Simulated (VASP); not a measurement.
# GaN in VASP: further runs

GaN is run at these levels: LDA; tasks: single point.

All numbers are computed with VASP 6.6.1; they aren't measurements. Logs are shortened: lines on timing, memory, paths and dates and some standing lists are left out, and cuts for length are marked.

## 1. The cell of the first run

The typed cell holds 4 atoms: a = 3.152 Å, b = 3.152 Å, c = 5.138 Å, α = 90.00°, β = 90.00°, γ = 120.00°.

## 2. Single point, LDA (all N atoms moved 0.2 Å in one direction)

Input file INCAR:

```
SYSTEM = GaN
ALGO     = Normal         ! electronic algorithm
EDIFF    = 1E-6           ! SCF threshold, eV
ENCUT    = 520            ! plane-wave cutoff, eV
ISIF     = 2              ! what is computed and relaxed
ISMEAR   = 0              ! smearing method
LASPH    = .TRUE.         ! aspherical terms in the spheres
LCHARG   = .FALSE.        ! write CHGCAR
LREAL    = .FALSE.        ! projectors in reciprocal space
LWAVE    = .FALSE.        ! write WAVECAR
NBANDS   = 26             ! bands
NELM     = 60             ! most SCF steps
PREC     = Accurate       ! precision mode
SIGMA    = 0.05           ! smearing width, eV
```

Input file KPOINTS:

```
k-points
0
G
  12 12 4
  0 0 0
```

Input file POSCAR:

```
GaN
1.0
    3.1518084855      0.0000000000      0.0000000000
   -1.5759042428      2.7295462163      0.0000000000
    0.0000000000      0.0000000000      5.1384146361
Ga N
2 2
Direct
    0.3399307554      0.6749744496      0.9804016825
    0.6732640888      0.3416411163      0.4804016825
    0.3267359112      0.6583588837      0.3945983175
    0.6600692446      0.3250255504      0.8945983175
```

Potentials or basis: VASP PAW LDA potentials, release 64 (Ga_d, N).

Launch:

```bash
$ cat potpaw_LDA.64/Ga_d/POTCAR potpaw_LDA.64/N/POTCAR > POTCAR
$ mpirun -np 1 vasp_std > vasp.out
```

OUTCAR:

```text
SYSTEM = GaN
   EDIFF = 1E-6
   ENCUT = 520
   ISIF = 2
   ISMEAR = 0
   LASPH = .TRUE.
   LREAL = .FALSE.
   NELM = 60
   PREC = Accurate

 ion  position               nearest neighbor table
   1  0.340  0.675  0.980-   4 1.83   4 1.88   4 1.91   3 2.13
   2  0.673  0.342  0.480-   3 1.84   3 1.86   3 1.92   4 2.13
   3  0.327  0.658  0.395-   2 1.84   2 1.86   2 1.92   1 2.13
   4  0.660  0.325  0.895-   1 1.83   1 1.88   1 1.91   2 2.13

  LATTYP: Found a hexagonal cell.
 ALAT       =     3.1518084855
 C/A-ratio  =     1.6303067460

  Lattice vectors:

 A1 = (   3.1518084855,   0.0000000000,   0.0000000000)
 A2 = (  -1.5759042428,   2.7295462163,   0.0000000000)
 A3 = (   0.0000000000,   0.0000000000,   5.1384146361)

Analysis of symmetry for initial positions (statically):
=====================================================================
 Subroutine PRICEL returns:
 Original cell was already a primitive cell.

 Routine SETGRP: Setting up the symmetry group for a
 hexagonal supercell.

 Subroutine GETGRP returns: Found  1 space group operations
 (whereof  1 operations were pure point group operations)
 out of a pool of 24 trial point group operations.

The static configuration has the point symmetry C_1 .

Analysis of symmetry for dynamics (positions and initial velocities):
=====================================================================
 Subroutine PRICEL returns:
 Original cell was already a primitive cell.

 Routine SETGRP: Setting up the symmetry group for a
 hexagonal supercell.

 Subroutine GETGRP returns: Found  1 space group operations
 (whereof  1 operations were pure point group operations)
 out of a pool of 24 trial point group operations.

The dynamic configuration has the point symmetry C_1 .

 Subroutine INISYM returns: Found  1 space group operations
 (whereof  1 operations are pure point group operations),
 and found     1 'primitive' translations

----------------------------------------------------------------------------------------

                                     Primitive cell

  volume of cell :      44.2058

  direct lattice vectors                    reciprocal lattice vectors
     3.151808486  0.000000000  0.000000000     0.317278161  0.183180632  0.000000000
    -1.575904243  2.729546216  0.000000000     0.000000000  0.366361263  0.000000000
     0.000000000  0.000000000  5.138414636     0.000000000  0.000000000  0.194612555

  length of vectors
     3.151808486  3.151808486  5.138414636     0.366361263  0.366361263  0.194612555

  position of ions in fractional coordinates (direct lattice)
     0.339930755  0.674974450  0.980401683
     0.673264089  0.341641116  0.480401683
     0.326735911  0.658358884  0.394598317
     0.660069245  0.325025550  0.894598317

  ion indices of the primitive-cell ions
   primitive index   ion index
                 1           1
                 2           2
                 3           3
                 4           4

----------------------------------------------------------------------------------------

 KPOINTS: k-points

Automatic generation of k-mesh.
 Grid dimensions read from file:
 generate k-points for:   12   12    4

 Generating k-lattice:

  Cartesian coordinates                     Fractional coordinates (reciprocal lattice)
     0.026439847  0.015265053  0.000000000     0.083333333  0.000000000  0.000000000
     0.000000000  0.030530105  0.000000000     0.000000000  0.083333333  0.000000000
     0.000000000  0.000000000  0.048653139     0.000000000  0.000000000  0.250000000

  Length of vectors
     0.030530105  0.030530105  0.048653139

  Shift w.r.t. Gamma in fractional coordinates (k-lattice)
     0.000000000  0.000000000  0.000000000

 Subroutine IBZKPT returns following result:
 ===========================================

 Found    292 irreducible k-points:

 Following reciprocal coordinates:
            Coordinates               Weight
  0.000000  0.000000  0.000000      1.000000
  0.083333  0.000000  0.000000      2.000000
  0.000000  0.083333  0.000000      2.000000
 -0.083333  0.083333  0.000000      2.000000
  0.166667  0.000000  0.000000      2.000000
  0.000000  0.166667  0.000000      2.000000
[... 16 lines left out ...]
  0.166667  0.083333  0.000000      2.000000
 -0.083333  0.250000  0.000000      2.000000
 [... further k-points ...]
   k-points           NKPTS =    292   k-points in BZ     NKDIM =    292   number of bands    NBANDS=     26
   number of dos      NEDOS =    301   number of ions     NIONS =      4
   total plane-waves  NPLWV =  23040
   dimension x,y,z NGX =    24 NGY =   24 NGZ =   40
   dimension x,y,z NGXF=    48 NGYF=   48 NGZF=   80
   ions per type =               2   2
   NGX,Y,Z   is equivalent  to a cutoff of  12.66, 12.66, 12.94 a.u.
   NGXF,Y,Z  is equivalent  to a cutoff of  25.32, 25.32, 25.88 a.u.
 SYSTEM =  GaN
   PREC   = accura    normal or accurate (medium, high low for compatibility)
   ISTART =      0    job   : 0-new  1-cont  2-samecut
   ICHARG =      2    charge: 1-file 2-atom 10-const
   ISPIN  =      1    spin polarized calculation?
   LNONCOLLINEAR =      F non collinear calculations
   LSORBIT =      F    spin-orbit coupling
   LASPH  =      T    aspherical Exc in radial PAW
   ENCUT  =  520.0 eV  38.22 Ry    6.18 a.u.   5.86  5.86  9.55*2*pi/ulx,y,z
   NELM   =     60;   NELMIN=  2; NELMDL= -5     # of ELM steps
   EDIFF  = 0.1E-05   stopping-criterion for ELM
   LREAL  =      F    real-space projection
   EDIFFG = 0.1E-04   stopping-criterion for IOM
   NSW    =      0    number of steps for IOM
   IBRION =     -1    ionic relax: 0-MD 1-quasi-New 2-CG
   NFREE  =      0    steps in history (QN), initial steepest desc. (CG)
   ISIF   =      2    stress and relaxation
   ISYM   =      2    0-nonsym 1-usesym 2-fastsym
   POTIM  = 0.5000    time-step for ionic-motion
   TEBEG  =    0.0;   TEEND  =   0.0 temperature during run
   PSTRESS=    0.0 pullay stress
   NELECT =      36.0000    total number of electrons
   NUPDOWN=      -1.0000    fix difference up-down
   EMIN   =  10.00;   EMAX   =-10.00  energy-range for DOS
   EFERMI =   0.00;   METHOD = LEGACY
   ISMEAR =     0;   SIGMA  =   0.05  broadening in eV -4-tet -1-fermi 0-gaus
   EFERMI_NEDOS =   21; number of points for ismear=-14 and -15
   IALGO  =     38    algorithm
   IMIX   =      4    mixing-type and parameters
     AMIX     =   0.40;   BMIX     =  1.00
     AMIX_MAG =   1.60;   BMIX_MAG =  1.00
  volume/ion in A,a.u.               =      11.05        74.58
  Fermi-wavevector in a.u.,A,eV,Ry     =   1.528795  2.889003 31.799720  2.337213
  Thomas-Fermi vector in A             =   2.636504
   LORBIT       =      0    0 simple, 1 ext, 2 COOP (PROOUT), +10 PAW based schemes
   GGA     = CA    functional components
   LHFCALC =     F    Hartree Fock is set to
   AEXX    =    0.0000 exact exchange contribution
   IVDW    =     0    specifies the selected vdW correction
   LEPSILON=     F    determine dielectric tensor
   LRPA    =     F    only Hartree local field effects (RPA)
 non-spin polarized calculation
 Gauss-broadening in eV      SIGMA  =   0.05
  energy-cutoff  :      520.00
  volume of cell :       44.21
 maximum number of plane-waves:      1204
   NGX = 11   NGY = 11   NGZ = 19

 number of electron      35.9999998 magnetization

 Free energy of the ion-electron system (eV)
  ---------------------------------------------------
  ext. energy  EPLUGINS =         0.00000000
  ---------------------------------------------------
  free energy    TOTEN  =       -27.53343534 eV

  energy without entropy =      -27.53343534  energy(sigma->0) =      -27.53343534

 E-fermi :   5.8637     XC(G=0): -12.2902

 val. band max:        5.6666416134   @ k =   0.0000   0.0000   0.0000
 cond. band min:       7.6603635034   @ k =   0.0000   0.0000   0.0000
 fundamental gap:      1.9937218900
 Fermi energy:         5.8637454038

 k-point     1 :       0.0000    0.0000    0.0000
  band No.  band energies     occupation
      1     -10.8161      2.00000
      2      -9.9391      2.00000
      3      -8.2229      2.00000
      4      -8.2183      2.00000
      5      -8.1721      2.00000
      6      -8.1716      2.00000
[... 18 lines left out ...]
     25      17.0614      0.00000
     26      17.0724      0.00000

 k-point     2 :       0.0833    0.0000    0.0000
  band No.  band energies     occupation
      1     -10.7390      2.00000
      2      -9.9088      2.00000
      3      -8.2226      2.00000
      4      -8.2017      2.00000
      5      -8.1653      2.00000
      6      -8.1527      2.00000
[... 18 lines left out ...]
     25      16.7175      0.00000
     26      17.2944      0.00000

 k-point     3 :       0.0000    0.0833    0.0000
  band No.  band energies     occupation
      1     -10.7391      2.00000
      2      -9.9089      2.00000
      3      -8.2192      2.00000
      4      -8.2056      2.00000
      5      -8.1637      2.00000
      6      -8.1534      2.00000
[... 18 lines left out ...]
     25      16.7254      0.00000
     26      17.2863      0.00000

 k-point     4 :      -0.0833    0.0833    0.0000
  band No.  band energies     occupation
      1     -10.7389      2.00000
      2      -9.9085      2.00000
      3      -8.2262      2.00000
      4      -8.1974      2.00000
      5      -8.1670      2.00000
      6      -8.1520      2.00000
[... 18 lines left out ...]
     25      16.7058      0.00000
     26      17.3067      0.00000

 k-point     5 :       0.1667    0.0000    0.0000
  band No.  band energies     occupation
      1     -10.5282      2.00000
      2      -9.8324      2.00000
      3      -8.2062      2.00000
      4      -8.1597      2.00000
      5      -8.1334      2.00000
      6      -8.1035      2.00000
[... 18 lines left out ...]
     25      16.4411      0.00000
     26      17.8347      0.00000

 k-point     6 :       0.0000    0.1667    0.0000
  band No.  band energies     occupation
      1     -10.5286      2.00000
      2      -9.8329      2.00000
      3      -8.2021      2.00000
      4      -8.1653      2.00000
      5      -8.1306      2.00000
      6      -8.1037      2.00000
[... 427 lines left out ...]
 k-point    21 :      -0.0833    0.1667    0.0000
  band No.  band energies     occupation
      1     -10.5948      2.00000
      2      -9.8553      2.00000
      3      -8.2150      2.00000
      4      -8.1738      2.00000
      5      -8.1452      2.00000
      6      -8.1171      2.00000
[... 18 lines left out ...]
     25      16.2782      0.00000
     26      17.8198      0.00000

 k-point    22 :      -0.1667    0.0833    0.0000
  band No.  band energies     occupation
      1     -10.5945      2.00000
      2      -9.8549      2.00000
      3      -8.2182      2.00000
      4      -8.1684      2.00000
      5      -8.1485      2.00000
      6      -8.1166      2.00000
[... 18 lines left out ...]
     25      16.2233      0.00000
     26      17.8298      0.00000

 k-point    23 :       0.1667    0.0833    0.0000
  band No.  band energies     occupation
      1     -10.3490      2.00000
      2      -9.7754      2.00000
      3      -8.1798      2.00000
      4      -8.1394      2.00000
      5      -8.0991      2.00000
      6      -8.0524      2.00000
[... 18 lines left out ...]
     25      16.8156      0.00000
     26      18.4881      0.00000

 k-point    24 :      -0.0833    0.2500    0.0000
  band No.  band energies     occupation
      1     -10.3488      2.00000
      2      -9.7747      2.00000
      3      -8.1821      2.00000
      4      -8.1384      2.00000
      5      -8.0977      2.00000
      6      -8.0528      2.00000
[... 18 lines left out ...]
     25      16.8026      0.00000
     26      18.4763      0.00000

 [... further k-points ...]
[... 5 lines left out ...]
  --------------------------------------------------------------------------------------
  -------------------------------------------------------------------------------------
  Total        2.7029439      2.8107425     -1.6328833      0.0411506     -0.5214567     -0.1771053
  in kB       97.9643786    101.8713871    -59.1815470      1.4914446    -18.8994626     -6.4189296
  external PRESSURE =      46.8847396 kB  Pullay stress =       0.0000000 kB

 VOLUME and BASIS-vectors are now :
 -----------------------------------------------------------------------------
  energy-cutoff  :      520.00
  volume of cell :       44.21
      direct lattice vectors                 reciprocal lattice vectors
     3.151808486  0.000000000  0.000000000     0.317278161  0.183180632  0.000000000
    -1.575904243  2.729546216  0.000000000     0.000000000  0.366361263  0.000000000
     0.000000000  0.000000000  5.138414636     0.000000000  0.000000000  0.194612555

 POSITION                                       TOTAL-FORCE (eV/Angst)
 -----------------------------------------------------------------------------------
      0.00770      1.84237      5.03771        -0.253996     -0.957468      1.407269
      1.58361      0.93253      2.46850        -0.352612     -0.828966      1.404990
     -0.00770      1.79702      2.02761         0.353925      0.827225     -1.405013
      1.56820      0.88717      4.59682         0.252683      0.959209     -1.407245
 -----------------------------------------------------------------------------------
    total drift:                                0.000161     -0.000064     -0.000049

  FREE ENERGIE OF THE ION-ELECTRON SYSTEM (eV)
  ---------------------------------------------------
  free  energy   TOTEN  =       -27.5334353363 eV

  energy  without entropy=      -27.5334353363  energy(sigma->0) =      -27.53343534
```

Run time: 2.3 min. Hardware: 1 thread of Intel Xeon Platinum 8559C (Emerald Rapids), shared host; peak memory 0.36 GiB.

What came out:

| Quantity | Value |
| --- | --- |
| Free energy | -27.5334 eV |
| Pressure | 4.7 GPa |
| Largest force | 1.722 eV/Å |
| Band gap on the k mesh | 1.99 eV, direct |

Forces on the atoms (eV/Å):
```
Ga  -0.254 -0.957  1.407
Ga  -0.353 -0.829  1.405
N    0.354  0.827 -1.405
N    0.253  0.959 -1.407
```

Levels at points of the mesh, in eV from the valence-band top:
| k point | band 14 | band 15 | band 16 | band 17 | band 18 | band 19 | band 20 | band 21 | band 22 | band 23 |
| --- | --- | --- | --- | --- | --- | --- | --- | --- | --- | --- |
| (0.00, 0.00, 0.00) | -1.34 | -1.33 | -0.40 | -0.40 | 0.00 | 1.99 | 3.87 | 9.07 | 9.64 | 9.64 |
| (0.50, 0.00, 0.00) | -6.11 | -4.07 | -3.27 | -1.98 | -1.76 | 4.64 | 5.48 | 5.84 | 8.45 | 9.58 |
| (0.00, 0.50, 0.00) | -6.11 | -4.07 | -3.28 | -1.97 | -1.77 | 4.64 | 5.48 | 5.85 | 8.45 | 9.58 |
| (0.50, 0.50, 0.00) | -6.12 | -4.07 | -3.26 | -2.00 | -1.73 | 4.63 | 5.47 | 5.84 | 8.45 | 9.58 |
| (0.00, 0.00, 0.50) | -3.78 | -1.01 | -1.01 | -0.73 | -0.73 | 4.17 | 4.17 | 8.02 | 8.02 | 9.91 |
| (0.50, 0.00, 0.50) | -7.14 | -2.62 | -2.54 | -1.79 | -1.72 | 4.22 | 4.35 | 6.97 | 7.12 | 9.63 |
| (0.00, 0.50, 0.50) | -7.12 | -2.63 | -2.53 | -1.80 | -1.72 | 4.20 | 4.37 | 6.96 | 7.15 | 9.62 |
| (0.50, 0.50, 0.50) | -7.22 | -2.59 | -2.57 | -1.76 | -1.74 | 4.27 | 4.30 | 7.02 | 7.06 | 9.67 |

Caveat: the cell differs from its parent crystal (all N atoms moved 0.2 Å in one direction); forces of over 1 eV/Å act on the atoms, so gaps and moduli don't describe the material at rest.

[end of part 1 of 2]
